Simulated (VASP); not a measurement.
# Ge (Cmmm) in VASP: a series of runs

The runs below take Ge through single point, with PBE.

Program: VASP 6.6.1. These are calculated values, not measurements. Logs are shortened: lines on timing, memory, paths and dates and some standing lists are left out, and cuts for length are marked.

## 1. The cell of the first run

It takes space group Cmmm (No. 65, orthorhombic). The conventional cell has a = 3.004 Å, b = 5.591 Å, c = 2.698 Å, α = 90.00°, β = 90.00°, γ = 90.00°. Within 3.6 Å of Ge (site symmetry mmm) lie 8 Ge at 2.70 to 3.17 Å.

## 2. Single point, PBE (strain +0.0750 x Voigt [1, 1, 0, 0, 0, 0])

INCAR

```
ALGO     = Normal         # electronic algorithm
EDIFF    = 1E-6           # SCF threshold, eV
ENCUT    = 520            # plane-wave cutoff, eV
GGA      = PE             # functional
ISIF     = 2              # what is computed and relaxed
ISMEAR   = 0              # smearing method
LASPH    = True           # aspherical terms in the spheres
LCHARG   = False          # write CHGCAR
LREAL    = False          # projectors in reciprocal space
LWAVE    = False          # write WAVECAR
NBANDS   = 13             # bands
NELM     = 80             # most SCF steps
PREC     = Accurate       # precision mode
SIGMA    = 0.15           # smearing width, eV
```

KPOINTS

```
k-points
0
Gamma
  20 20 18
```

POSCAR

```
Ge
1.0
    1.5019351750     -2.7955547000      0.0000000000
    1.5019351750      2.7955547000      0.0000000000
    0.0000000000      0.0000000000      2.6982310000
Ge
1
Direct
    0.5000000000      0.5000000000      0.0000000000
```

Potentials or basis: VASP PAW PBE potentials, release 64 (Ge_d).

Command:

```console
$ cat potpaw_PBE.64/Ge_d/POTCAR > POTCAR
$ mpirun -np 1 vasp_std > vasp.out
```

OUTCAR:

```text
EDIFF = 1E-6
   ENCUT = 520
   GGA = PE
   ISIF = 2
   ISMEAR = 0
   LASPH = True
   LREAL = False
   NELM = 80
   PREC = Accurate

 ion  position               nearest neighbor table
   1  0.500  0.500  0.000-

  LATTYP: Found a base centered orthorhombic cell.
 ALAT       =     3.0038703500
 B/A-ratio  =     1.8613018368
 C/A-ratio  =     0.8982514841

  Lattice vectors:

 A1 = (   1.5019351750,  -2.7955547000,   0.0000000000)
 A2 = (   1.5019351750,   2.7955547000,   0.0000000000)
 A3 = (   0.0000000000,   0.0000000000,   2.6982310000)

Analysis of symmetry for initial positions (statically):
=====================================================================
 Subroutine PRICEL returns:
 Original cell was already a primitive cell.

 Routine SETGRP: Setting up the symmetry group for a
 base centered orthorhombic supercell.

 Subroutine GETGRP returns: Found  8 space group operations
 (whereof  8 operations were pure point group operations)
 out of a pool of  8 trial point group operations.

The static configuration has the point symmetry D_2h.

Analysis of symmetry for dynamics (positions and initial velocities):
=====================================================================
 Subroutine PRICEL returns:
 Original cell was already a primitive cell.

 Routine SETGRP: Setting up the symmetry group for a
 base centered orthorhombic supercell.

 Subroutine GETGRP returns: Found  8 space group operations
 (whereof  8 operations were pure point group operations)
 out of a pool of  8 trial point group operations.

The dynamic configuration has the point symmetry D_2h.

 Subroutine INISYM returns: Found  8 space group operations
 (whereof  8 operations are pure point group operations),
 and found     1 'primitive' translations

----------------------------------------------------------------------------------------

                                     Primitive cell

  volume of cell :      22.6584

  direct lattice vectors                    reciprocal lattice vectors
     1.501935175 -2.795554700  0.000000000     0.332903849 -0.178855381  0.000000000
     1.501935175  2.795554700  0.000000000     0.332903849  0.178855381  0.000000000
     0.000000000  0.000000000  2.698231000     0.000000000  0.000000000  0.370613191

  length of vectors
     3.173473704  3.173473704  2.698231000     0.377907687  0.377907687  0.370613191

  position of ions in fractional coordinates (direct lattice)
     0.500000000  0.500000000  0.000000000

  ion indices of the primitive-cell ions
   primitive index   ion index
                 1           1

----------------------------------------------------------------------------------------

 KPOINTS: k-points

Automatic generation of k-mesh.
 Grid dimensions read from file:
 generate k-points for:   20   20   18

 Generating k-lattice:

  Cartesian coordinates                     Fractional coordinates (reciprocal lattice)
     0.016645192 -0.008942769  0.000000000     0.050000000  0.000000000  0.000000000
     0.016645192  0.008942769  0.000000000     0.000000000  0.050000000  0.000000000
     0.000000000  0.000000000  0.020589622     0.000000000  0.000000000  0.055555556

  Length of vectors
     0.018895384  0.018895384  0.020589622

  Shift w.r.t. Gamma in fractional coordinates (k-lattice)
     0.000000000  0.000000000  0.000000000

 Subroutine IBZKPT returns following result:
 ===========================================

 Found   1110 irreducible k-points:

 Following reciprocal coordinates:
            Coordinates               Weight
  0.000000  0.000000  0.000000      1.000000
  0.050000 -0.000000  0.000000      4.000000
  0.100000 -0.000000  0.000000      4.000000
  0.150000  0.000000  0.000000      4.000000
  0.200000 -0.000000  0.000000      4.000000
  0.250000 -0.000000  0.000000      4.000000
[... 16 lines left out ...]
 -0.400000  0.050000  0.000000      4.000000
 -0.350000  0.050000  0.000000      4.000000
 [... further k-points ...]
   k-points           NKPTS =   1110   k-points in BZ     NKDIM =   1110   number of bands    NBANDS=     13
   number of dos      NEDOS =    301   number of ions     NIONS =      1
   total plane-waves  NPLWV =  11520
   dimension x,y,z NGX =    24 NGY =   24 NGZ =   20
   dimension x,y,z NGXF=    48 NGYF=   48 NGZF=   40
   ions per type =               1
   NGX,Y,Z   is equivalent  to a cutoff of  12.57, 12.57, 12.32 a.u.
   NGXF,Y,Z  is equivalent  to a cutoff of  25.15, 25.15, 24.65 a.u.
 SYSTEM =  unknown system
   PREC   = accura    normal or accurate (medium, high low for compatibility)
   ISTART =      0    job   : 0-new  1-cont  2-samecut
   ICHARG =      2    charge: 1-file 2-atom 10-const
   ISPIN  =      1    spin polarized calculation?
   LNONCOLLINEAR =      F non collinear calculations
   LSORBIT =      F    spin-orbit coupling
   LASPH  =      T    aspherical Exc in radial PAW
   ENCUT  =  520.0 eV  38.22 Ry    6.18 a.u.   5.90  5.90  5.02*2*pi/ulx,y,z
   NELM   =     80;   NELMIN=  2; NELMDL= -5     # of ELM steps
   EDIFF  = 0.1E-05   stopping-criterion for ELM
   LREAL  =      F    real-space projection
   EDIFFG = 0.1E-04   stopping-criterion for IOM
   NSW    =      0    number of steps for IOM
   IBRION =     -1    ionic relax: 0-MD 1-quasi-New 2-CG
   NFREE  =      0    steps in history (QN), initial steepest desc. (CG)
   ISIF   =      2    stress and relaxation
   ISYM   =      2    0-nonsym 1-usesym 2-fastsym
   POTIM  = 0.5000    time-step for ionic-motion
   TEBEG  =    0.0;   TEEND  =   0.0 temperature during run
   PSTRESS=    0.0 pullay stress
   NELECT =      14.0000    total number of electrons
   NUPDOWN=      -1.0000    fix difference up-down
   EMIN   =  10.00;   EMAX   =-10.00  energy-range for DOS
   EFERMI =   0.00;   METHOD = LEGACY
   ISMEAR =     0;   SIGMA  =   0.15  broadening in eV -4-tet -1-fermi 0-gaus
   EFERMI_NEDOS =   21; number of points for ismear=-14 and -15
   IALGO  =     38    algorithm
   IMIX   =      4    mixing-type and parameters
     AMIX     =   0.40;   BMIX     =  1.00
     AMIX_MAG =   1.60;   BMIX_MAG =  1.00
  volume/ion in A,a.u.               =      22.66       152.91
  Fermi-wavevector in a.u.,A,eV,Ry     =   1.394359  2.634957 26.452967  1.944238
  Thomas-Fermi vector in A             =   2.517916
   LORBIT       =      0    0 simple, 1 ext, 2 COOP (PROOUT), +10 PAW based schemes
   GGA     = PE    functional components
   LHFCALC =     F    Hartree Fock is set to
   AEXX    =    0.0000 exact exchange contribution
   IVDW    =     0    specifies the selected vdW correction
   LEPSILON=     F    determine dielectric tensor
   LRPA    =     F    only Hartree local field effects (RPA)
 non-spin polarized calculation
 Gauss-broadening in eV      SIGMA  =   0.15
  energy-cutoff  :      520.00
  volume of cell :       22.66
 maximum number of plane-waves:       628
   NGX = 11   NGY = 11   NGZ = 11

 number of electron      13.9999995 magnetization

 Free energy of the ion-electron system (eV)
  ---------------------------------------------------
  ext. energy  EPLUGINS =         0.00000000
  ---------------------------------------------------
  free energy    TOTEN  =        -4.16214155 eV

  energy without entropy =       -4.15616892  energy(sigma->0) =       -4.15915524

 E-fermi :   4.8021     XC(G=0): -10.3369

 val. band max:        4.8001307107   @ k =  -0.3500   0.2000   0.2222
 cond. band min:       4.8090095228   @ k =   0.4500   0.1000   0.3889
 fundamental gap:      0.0088788121
 Fermi energy:         4.8021181732

 k-point     1 :       0.0000    0.0000    0.0000
  band No.  band energies     occupation
      1     -19.9095      2.00000
      2     -19.8470      2.00000
      3     -19.8199      2.00000
      4     -19.7357      2.00000
      5     -19.7199      2.00000
      6      -6.9985      2.00000
      7      10.0751      0.00000
      8      11.2389      0.00000
      9      12.3935      0.00000
     10      14.6110      0.00000
     11      16.2544      0.00000
     12      17.6505      0.00000
     13      18.0534      0.00000

 k-point     2 :       0.0500   -0.0000    0.0000
  band No.  band energies     occupation
      1     -19.9087      2.00000
      2     -19.8454      2.00000
      3     -19.8201      2.00000
      4     -19.7359      2.00000
      5     -19.7205      2.00000
      6      -6.9484      2.00000
      7       9.8838      0.00000
      8      10.7847      0.00000
      9      12.4395      0.00000
     10      14.8496      0.00000
     11      16.3745      0.00000
     12      17.2182      0.00000
     13      17.8951      0.00000

 k-point     3 :       0.1000   -0.0000    0.0000
  band No.  band energies     occupation
      1     -19.9065      2.00000
      2     -19.8410      2.00000
      3     -19.8203      2.00000
      4     -19.7364      2.00000
      5     -19.7221      2.00000
      6      -6.7984      2.00000
      7       9.1919      0.00000
      8       9.9754      0.00000
      9      12.5762      0.00000
     10      14.9406      0.00000
     11      16.3129      0.00000
     12      17.1656      0.00000
     13      18.6392      0.00000
[... 305 lines left out ...]
 k-point    23 :      -0.4000    0.0500    0.0000
  band No.  band energies     occupation
      1     -19.8899      2.00000
      2     -19.8299      2.00000
      3     -19.7819      2.00000
      4     -19.7455      2.00000
      5     -19.7354      2.00000
      6      -4.3614      2.00000
      7       2.0779      2.00000
      8       7.0241      0.00000
      9      12.3609      0.00000
     10      14.5391      0.00000
     11      19.2245      0.00000
     12      23.4512      0.00000
     13      23.4512      0.00000

 k-point    24 :      -0.3500    0.0500    0.0000
  band No.  band energies     occupation
      1     -19.8916      2.00000
      2     -19.8305      2.00000
      3     -19.7910      2.00000
      4     -19.7437      2.00000
      5     -19.7334      2.00000
      6      -4.9653      2.00000
      7       3.2558      2.00000
      8       7.2738      0.00000
      9      12.7644      0.00000
     10      14.1090      0.00000
     11      18.5600      0.00000
     12      23.1133      0.00000
     13      23.6434      0.00000

 [... further k-points ...]

------------------------ aborting loop because EDIFF is reached ----------------------------------------

  FORCE on cell =-STRESS in cart. coord.  units (eV):
  Direction    XX          YY          ZZ          XY          YZ          ZX
  --------------------------------------------------------------------------------------
  -------------------------------------------------------------------------------------
  Total       -1.2684824     -1.3633106     -0.2633333      0.0000000      0.0000000      0.0000000
  in kB      -89.6946843    -96.4000134    -18.6203571      0.0000000      0.0000000      0.0000000
  external PRESSURE =     -68.2383516 kB  Pullay stress =       0.0000000 kB

 VOLUME and BASIS-vectors are now :
 -----------------------------------------------------------------------------
  energy-cutoff  :      520.00
  volume of cell :       22.66
      direct lattice vectors                 reciprocal lattice vectors
     1.501935175 -2.795554700  0.000000000     0.332903849 -0.178855381  0.000000000
     1.501935175  2.795554700  0.000000000     0.332903849  0.178855381  0.000000000
     0.000000000  0.000000000  2.698231000     0.000000000  0.000000000  0.370613191

 POSITION                                       TOTAL-FORCE (eV/Angst)
 -----------------------------------------------------------------------------------
      1.50194      0.00000      0.00000         0.000000      0.000000      0.000000
 -----------------------------------------------------------------------------------
    total drift:                               -0.000000     -0.000000     -0.000000

  FREE ENERGIE OF THE ION-ELECTRON SYSTEM (eV)
  ---------------------------------------------------
  free  energy   TOTEN  =        -4.1621415531 eV

  energy  without entropy=       -4.1561689180  energy(sigma->0) =       -4.15915524
```

Run time: 1.8 min. Hardware: 1 thread of Intel Xeon 6975P-C (Granite Rapids), shared host; peak memory 0.38 GiB.

Results:

- Free energy: -4.1621 eV
- Pressure: -6.8 GPa
- Band gap on the k mesh: zero (bands 7 and 8 overlap by 7.80 eV)

Levels at points of the mesh, in eV from the Fermi level:
```
           k point  band 5  band 6  band 7  band 8  band 9  band 10
(0.00, 0.00, 0.00)  -24.52  -11.80    5.27    6.44    7.59     9.81
(0.50, 0.00, 0.00)  -24.54   -8.07   -4.51    2.48    6.53    10.35
(0.50, 0.50, 0.00)  -24.53   -8.73   -4.66    3.91    7.91     9.86
(0.00, 0.00, 0.50)  -24.51   -7.93   -4.85    8.13    9.27    14.02
(0.50, 0.00, 0.50)  -24.46   -3.92   -1.81   -1.29    3.96     5.44
(0.50, 0.50, 0.50)  -24.47   -4.66   -2.30   -1.38    3.66     6.86
```

Caveat: the cell differs from its parent crystal (strain +0.0750 x Voigt [1, 1, 0, 0, 0, 0]); the stress differs along the axes, from -10 to -2 GPa.

## 3. Single point, PBE (strain +0.0875 x Voigt [1, 1, 0, 0, 0, 0])

INCAR

```
ALGO = Normal ; EDIFF = 1E-7
ENCUT = 520 ; GGA = PE
ISIF = 2 ; ISMEAR = 0
LASPH = True ; LCHARG = False
LREAL = False ; LWAVE = False
NBANDS = 13 ; NELM = 80
PREC = Accurate ; SIGMA = 0.15
```

KPOINTS is that of step 2.

POSCAR

```
Ge
1.0
    1.5193995375     -2.8280611500      0.0000000000
    1.5193995375      2.8280611500      0.0000000000
    0.0000000000      0.0000000000      2.6982310000
Ge
1
Direct
    0.5000000000      0.5000000000      0.0000000000
```

Potentials or basis: VASP PAW PBE potentials, release 64 (Ge_d).

Command:

```console
$ cat potpaw_PBE.64/Ge_d/POTCAR > POTCAR
$ mpirun -np 1 vasp_std > vasp.out
```

Wall time 2.3 min (1 thread of Intel Xeon 6975P-C (Granite Rapids), shared host); peak memory 0.39 GiB.

Results (log left out):

```yaml
Free_energy: -4.1309 eV
Pressure: -7.3 GPa
Band_gap_on_the_k_mesh: zero (bands 7 and 8 overlap by 7.48 eV)
```

Stress tensor (GPa, compression positive):
```
 -9.58   0.00   0.00
  0.00 -10.13   0.00
  0.00   0.00  -2.09
```

Levels at points of the mesh, in eV from the Fermi level:
```tsv
k point	band 4	band 5	band 6	band 7	band 8	band 9	band 10	band 11
(0.00, 0.00, 0.00)	-24.54	-24.53	-11.65	5.01	6.13	7.72	9.58	11.33
(0.50, 0.00, 0.00)	-24.55	-24.54	-8.11	-4.40	2.34	6.40	10.32	16.02
(0.50, 0.50, 0.00)	-24.56	-24.53	-8.74	-4.54	3.73	7.74	9.86	15.38
(0.00, 0.00, 0.50)	-24.60	-24.51	-7.77	-4.73	7.87	8.96	13.71	14.47
(0.50, 0.00, 0.50)	-24.58	-24.46	-3.96	-1.84	-1.15	4.01	5.31	10.59
(0.50, 0.50, 0.50)	-24.58	-24.47	-4.67	-2.31	-1.23	3.72	6.68	11.99
```

Caveat: the cell differs from its parent crystal (strain +0.0875 x Voigt [1, 1, 0, 0, 0, 0]); the stress differs along the axes, from -10 to -2 GPa.
